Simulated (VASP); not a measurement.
# Rh (Fm-3m) in VASP: notebook

Rh is run at these levels: PBE; tasks: single point.

All numbers are computed with VASP 6.6.1; they aren't measurements. Logs are shortened: lines on timing, memory, paths and dates and some standing lists are left out, and cuts for length are marked.

**1. The cell of the first run**

It takes space group Fm-3m (No. 225, cubic). Conventional cell: a = 3.832 Å, b = 3.832 Å, c = 3.832 Å, α = 90.00°, β = 90.00°, γ = 90.00°. Rh (site symmetry m-3m) has 12 Rh at 2.71 Å within 3.6 Å.

**2. Single point, PBE**

Input file INCAR:

```
  PREC = Accurate
  ENCUT = 520
  EDIFF = 1E-6
  ISMEAR = -1
  SIGMA = 0.1
  LREAL = False
  LASPH = True
  NELM = 80
  ALGO = Normal
  ISIF = 2
  LWAVE = False
  LCHARG = False
  GGA = PE
  NBANDS = 14
```

Input file KPOINTS:

```
regular mesh
0
Gamma
  23 23 23
```

Input file POSCAR:

```
Rh
1.0
    0.0000000000      1.9160595532      1.9160595532
    1.9160595532      0.0000000000      1.9160595532
    1.9160595532      1.9160595532      0.0000000000
Rh
1
Direct
    0.0000000000      0.0000000000      0.0000000000
```

Potentials or basis: VASP PAW PBE potentials, release 64 (Rh_pv).

On the command line:

```
$ cat potpaw_PBE.64/Rh_pv/POTCAR > POTCAR
$ mpirun -np 1 vasp_std > vasp.out
```

OUTCAR:

```text
PREC = Accurate
   ENCUT = 520
   EDIFF = 1E-6
   ISMEAR = -1
   LREAL = False
   LASPH = True
   NELM = 80
   ISIF = 2
   GGA = PE

 ion  position               nearest neighbor table
   1  0.000  0.000  0.000-

  LATTYP: Found a face centered cubic cell.
 ALAT       =     3.8321191064

  Lattice vectors:

 A1 = (   0.0000000000,   1.9160595532,   1.9160595532)
 A2 = (   1.9160595532,   0.0000000000,   1.9160595532)
 A3 = (   1.9160595532,   1.9160595532,   0.0000000000)

Analysis of symmetry for initial positions (statically):
=====================================================================
 Subroutine PRICEL returns:
 Original cell was already a primitive cell.

 Routine SETGRP: Setting up the symmetry group for a
 face centered cubic supercell.

 Subroutine GETGRP returns: Found 48 space group operations
 (whereof 48 operations were pure point group operations)
 out of a pool of 48 trial point group operations.

The static configuration has the point symmetry O_h .

Analysis of symmetry for dynamics (positions and initial velocities):
=====================================================================
 Subroutine PRICEL returns:
 Original cell was already a primitive cell.

 Routine SETGRP: Setting up the symmetry group for a
 face centered cubic supercell.

 Subroutine GETGRP returns: Found 48 space group operations
 (whereof 48 operations were pure point group operations)
 out of a pool of 48 trial point group operations.

The dynamic configuration has the point symmetry O_h .

 Subroutine INISYM returns: Found 48 space group operations
 (whereof 48 operations are pure point group operations),
 and found     1 'primitive' translations

----------------------------------------------------------------------------------------

                                     Primitive cell

  volume of cell :      14.0688

  direct lattice vectors                    reciprocal lattice vectors
     0.000000000  1.916059553  1.916059553    -0.260952223  0.260952223  0.260952223
     1.916059553  0.000000000  1.916059553     0.260952223 -0.260952223  0.260952223
     1.916059553  1.916059553  0.000000000     0.260952223  0.260952223 -0.260952223

  length of vectors
     2.709717406  2.709717406  2.709717406     0.451982509  0.451982509  0.451982509

  position of ions in fractional coordinates (direct lattice)
     0.000000000  0.000000000  0.000000000

  ion indices of the primitive-cell ions
   primitive index   ion index
                 1           1

----------------------------------------------------------------------------------------

 KPOINTS: regular mesh

Automatic generation of k-mesh.
 Grid dimensions read from file:
 generate k-points for:   23   23   23

 Generating k-lattice:

  Cartesian coordinates                     Fractional coordinates (reciprocal lattice)
    -0.011345749  0.011345749  0.011345749     0.043478261  0.000000000  0.000000000
     0.011345749 -0.011345749  0.011345749     0.000000000  0.043478261  0.000000000
     0.011345749  0.011345749 -0.011345749     0.000000000  0.000000000  0.043478261

  Length of vectors
     0.019651413  0.019651413  0.019651413

  Shift w.r.t. Gamma in fractional coordinates (k-lattice)
     0.000000000  0.000000000  0.000000000

 Subroutine IBZKPT returns following result:
 ===========================================

 Found    364 irreducible k-points:

 Following reciprocal coordinates:
            Coordinates               Weight
  0.000000  0.000000  0.000000      1.000000
  0.043478  0.000000  0.000000      8.000000
  0.086957  0.000000  0.000000      8.000000
  0.130435  0.000000  0.000000      8.000000
  0.173913  0.000000  0.000000      8.000000
  0.217391  0.000000  0.000000      8.000000
[... 16 lines left out ...]
  0.478261  0.043478  0.000000     24.000000
 -0.478261  0.043478  0.000000     24.000000
 [... further k-points ...]
   k-points           NKPTS =    364   k-points in BZ     NKDIM =    364   number of bands    NBANDS=     14
   number of dos      NEDOS =    301   number of ions     NIONS =      1
   total plane-waves  NPLWV =   8000
   dimension x,y,z NGX =    20 NGY =   20 NGZ =   20
   dimension x,y,z NGXF=    40 NGYF=   40 NGZF=   40
   ions per type =               1
   NGX,Y,Z   is equivalent  to a cutoff of  12.27, 12.27, 12.27 a.u.
   NGXF,Y,Z  is equivalent  to a cutoff of  24.54, 24.54, 24.54 a.u.
 SYSTEM =  unknown system
   PREC   = accura    normal or accurate (medium, high low for compatibility)
   ISTART =      0    job   : 0-new  1-cont  2-samecut
   ICHARG =      2    charge: 1-file 2-atom 10-const
   ISPIN  =      1    spin polarized calculation?
   LNONCOLLINEAR =      F non collinear calculations
   LSORBIT =      F    spin-orbit coupling
   LASPH  =      T    aspherical Exc in radial PAW
   ENCUT  =  520.0 eV  38.22 Ry    6.18 a.u.   5.04  5.04  5.04*2*pi/ulx,y,z
   NELM   =     80;   NELMIN=  2; NELMDL= -5     # of ELM steps
   EDIFF  = 0.1E-05   stopping-criterion for ELM
   LREAL  =      F    real-space projection
   EDIFFG = 0.1E-04   stopping-criterion for IOM
   NSW    =      0    number of steps for IOM
   IBRION =     -1    ionic relax: 0-MD 1-quasi-New 2-CG
   NFREE  =      0    steps in history (QN), initial steepest desc. (CG)
   ISIF   =      2    stress and relaxation
   ISYM   =      2    0-nonsym 1-usesym 2-fastsym
   POTIM  = 0.5000    time-step for ionic-motion
   TEBEG  =    0.0;   TEEND  =   0.0 temperature during run
   PSTRESS=    0.0 pullay stress
   NELECT =      15.0000    total number of electrons
   NUPDOWN=      -1.0000    fix difference up-down
   EMIN   =  10.00;   EMAX   =-10.00  energy-range for DOS
   EFERMI =   0.00;   METHOD = LEGACY
   ISMEAR =    -1;   SIGMA  =   0.10  broadening in eV -4-tet -1-fermi 0-gaus
   EFERMI_NEDOS =   21; number of points for ismear=-14 and -15
   IALGO  =     38    algorithm
   IMIX   =      4    mixing-type and parameters
     AMIX     =   0.40;   BMIX     =  1.00
     AMIX_MAG =   1.60;   BMIX_MAG =  1.00
  volume/ion in A,a.u.               =      14.07        94.94
  Fermi-wavevector in a.u.,A,eV,Ry     =   1.672449  3.160471 38.056666  2.797086
  Thomas-Fermi vector in A             =   2.757594
   LORBIT       =      0    0 simple, 1 ext, 2 COOP (PROOUT), +10 PAW based schemes
   GGA     = PE    functional components
   LHFCALC =     F    Hartree Fock is set to
   AEXX    =    0.0000 exact exchange contribution
   IVDW    =     0    specifies the selected vdW correction
   LEPSILON=     F    determine dielectric tensor
   LRPA    =     F    only Hartree local field effects (RPA)
 non-spin polarized calculation
  energy-cutoff  :      520.00
  volume of cell :       14.07
 maximum number of plane-waves:       388
   NGX =  9   NGY =  9   NGZ =  9

 number of electron      15.0000003 magnetization

 Free energy of the ion-electron system (eV)
  ---------------------------------------------------
  ext. energy  EPLUGINS =         0.00000000
  ---------------------------------------------------
  free energy    TOTEN  =        -7.28092139 eV

  energy without entropy =       -7.23451754  energy(sigma->0) =       -7.25771947

 E-fermi :  11.4781     XC(G=0): -13.8832

 val. band max:       11.4772005251   @ k =  -0.4783   0.2609   0.1304
 cond. band min:      11.4789244647   @ k =   0.3478   0.3478   0.0000
 fundamental gap:      0.0017239396
 Fermi energy:        11.4781369755

 k-point     1 :       0.0000    0.0000    0.0000
  band No.  band energies     occupation
      1     -34.8500      2.00000
      2     -34.8500      2.00000
      3     -34.8500      2.00000
      4       3.6964      2.00000
      5       8.5191      2.00000
      6       8.5191      2.00000
      7       8.5191      2.00000
      8      10.5296      1.99985
      9      10.5296      1.99985
     10      27.4962      0.00000
     11      32.0923      0.00000
     12      32.8261      0.00000
     13      32.8261      0.00000
     14      32.8261      0.00000

 k-point     2 :       0.0435    0.0000    0.0000
  band No.  band energies     occupation
      1     -34.8630      2.00000
      2     -34.8518      2.00000
      3     -34.8518      2.00000
      4       3.7714      2.00000
      5       8.4859      2.00000
      6       8.5484      2.00000
      7       8.5484      2.00000
      8      10.5131      1.99987
      9      10.5131      1.99987
     10      27.6033      0.00000
     11      32.0901      0.00000
     12      32.3766      0.00000
     13      32.9334      0.00000
     14      32.9334      0.00000

 k-point     3 :       0.0870    0.0000    0.0000
  band No.  band energies     occupation
      1     -34.9008      2.00000
      2     -34.8569      2.00000
      3     -34.8569      2.00000
      4       3.9909      2.00000
      5       8.3962      2.00000
      6       8.6297      2.00000
      7       8.6297      2.00000
      8      10.4717      1.99991
      9      10.4717      1.99991
     10      27.9028      0.00000
     11      31.3423      0.00000
     12      32.0932      0.00000
     13      33.2487      0.00000
     14      33.2487      0.00000
[... 324 lines left out ...]
 k-point    23 :       0.4783    0.0435    0.0000
  band No.  band energies     occupation
      1     -35.5133      2.00000
      2     -34.9497      2.00000
      3     -34.9470      2.00000
      4       5.6261      2.00000
      5       8.4049      2.00000
      6       8.5129      2.00000
      7      11.2077      1.87462
      8      12.0323      0.00781
      9      12.8217      0.00000
     10      20.1485      0.00000
     11      27.1399      0.00000
     12      32.0911      0.00000
     13      32.4460      0.00000
     14      32.5742      0.00000

 k-point    24 :      -0.4783    0.0435    0.0000
  band No.  band energies     occupation
      1     -35.5212      2.00000
      2     -34.9532      2.00000
      3     -34.9459      2.00000
      4       5.6151      2.00000
      5       8.3979      2.00000
      6       8.4926      2.00000
      7      11.3393      1.60063
      8      12.0115      0.00961
      9      12.9988      0.00000
     10      19.8929      0.00000
     11      27.0842      0.00000
     12      32.0901      0.00000
     13      32.2916      0.00000
     14      32.5262      0.00000

 [... further k-points ...]
[... 5 lines left out ...]
  --------------------------------------------------------------------------------------
  -------------------------------------------------------------------------------------
  Total        0.0008553      0.0008553      0.0008553     -0.0000000      0.0000000      0.0000000
  in kB        0.0973974      0.0973974      0.0973974     -0.0000000      0.0000000      0.0000000
  external PRESSURE =       0.0973974 kB  Pullay stress =       0.0000000 kB

 VOLUME and BASIS-vectors are now :
 -----------------------------------------------------------------------------
  energy-cutoff  :      520.00
  volume of cell :       14.07
      direct lattice vectors                 reciprocal lattice vectors
     0.000000000  1.916059553  1.916059553    -0.260952223  0.260952223  0.260952223
     1.916059553  0.000000000  1.916059553     0.260952223 -0.260952223  0.260952223
     1.916059553  1.916059553  0.000000000     0.260952223  0.260952223 -0.260952223

 POSITION                                       TOTAL-FORCE (eV/Angst)
 -----------------------------------------------------------------------------------
      0.00000      0.00000      0.00000         0.000000     -0.000000      0.000000
 -----------------------------------------------------------------------------------
    total drift:                                0.000000     -0.000000      0.000000

  FREE ENERGIE OF THE ION-ELECTRON SYSTEM (eV)
  ---------------------------------------------------
  free  energy   TOTEN  =        -7.2809213932 eV

  energy  without entropy=       -7.2345175395  energy(sigma->0) =       -7.25771947
```

It took 23 s on 1 thread of Intel Xeon 6975P-C (Granite Rapids), shared host; peak memory 0.18 GiB.

Results:

- Free energy: -7.2809 eV
- Pressure: 0.0 GPa

**3. Single point, PBE**

Input file INCAR:

```
  PREC = Accurate
  ENCUT = 520
  EDIFF = 1E-6
  ISMEAR = -1
  SIGMA = 0.1
  LREAL = False
  LASPH = True
  NELM = 60
  ALGO = Normal
  ISIF = 2
  LWAVE = False
  LCHARG = True
  GGA = PE
  LELF = True
  LVHAR = True
  NBANDS = 14
```

Input file KPOINTS:

```
Automatic mesh
0
Gamma
  14 14 14
```

Input file POSCAR:

```
Rh
1.0
    0.0000000000      1.9160595457      1.9160595457
    1.9160595457      0.0000000000      1.9160595457
    1.9160595457      1.9160595457      0.0000000000
Rh
1
Direct
    0.0000000000      0.0000000000      0.0000000000
```

Potentials or basis: VASP PAW PBE potentials, release 64 (Rh_pv).

On the command line:

```
$ cat potpaw_PBE.64/Rh_pv/POTCAR > POTCAR
$ mpirun -np 1 vasp_std > vasp.out
```

Wall time 11 s (1 thread of Intel Xeon Platinum 8375C at 2.90GHz (Ice Lake), shared host); peak memory 0.14 GiB.

It converged, with:

| Item | Value |
| --- | --- |
| Free energy | -7.2802 eV |
| Pressure | 0.0 GPa |

Levels at points of the mesh, in eV from the Fermi level:
| k point | band 5 | band 6 | band 7 | band 8 | band 9 | band 10 |
| --- | --- | --- | --- | --- | --- | --- |
| (0.00, 0.00, 0.00) | -2.96 | -2.96 | -2.96 | -0.95 | -0.95 | 16.01 |
| (0.50, 0.00, 0.00) | -3.03 | -3.03 | 0.56 | 0.56 | 0.76 | 8.42 |
| (0.50, 0.50, 0.00) | -5.73 | 0.53 | 0.96 | 0.96 | 3.24 | 11.99 |
